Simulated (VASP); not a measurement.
A run of VASP 6.6.1:

Contents of POSCAR:

```
SrTl
1.0
    3.9059165624      0.0000000000      0.0000000000
    0.0000000000      3.9059165624      0.0000000000
    0.0000000000      0.0000000000      4.2965082186
Sr Tl
1 1
Direct
    0.0000000000      0.0000000000      0.0000000000
    0.5000000000      0.5000000000      0.5000000000
```

File INCAR.step1:

```
PREC = Accurate ; ENCUT = 520
ISMEAR = 0 ; SIGMA = 0.15
LREAL = F ; LASPH = T
NELM = 100 ; NBANDS = 18
GGA = PE ; ALGO = Normal
EDIFF = 1E-4 ; LWAVE = T
LCHARG = F
```

Contents of INCAR.step2:

```
PREC = Accurate ; ENCUT = 520
EDIFF = 1E-6 ; ISMEAR = 0
SIGMA = 0.15 ; LREAL = F
LASPH = T ; NELM = 100
ALGO = Normal ; ISIF = 2
LWAVE = F ; LCHARG = F
METAGGA = R2SCAN ; LMIXTAU = T
NBANDS = 18 ; ISTART = 1
```

File KPOINTS:

```
regular mesh
0
Gamma
  14 14 14
```

Potentials or basis: VASP PAW PBE potentials, release 64 (Sr_sv, Tl_d).

The run is started by

```sh
$ cat potpaw_PBE.64/Sr_sv/POTCAR potpaw_PBE.64/Tl_d/POTCAR > POTCAR
$ cp INCAR.step1 INCAR
$ mpirun -np 1 vasp_std > vasp.out
$ cp INCAR.step2 INCAR
$ mpirun -np 1 vasp_std > vasp.out
```

Hardware: 1 thread of Intel Xeon 8259CL (shared host).

Problem. How long does it take, and how much memory?

Solution. Run time: 14 min on 1 thread of Intel Xeon 8259CL, on a shared host, peak memory 0.43 GiB. Counts: k points 288.
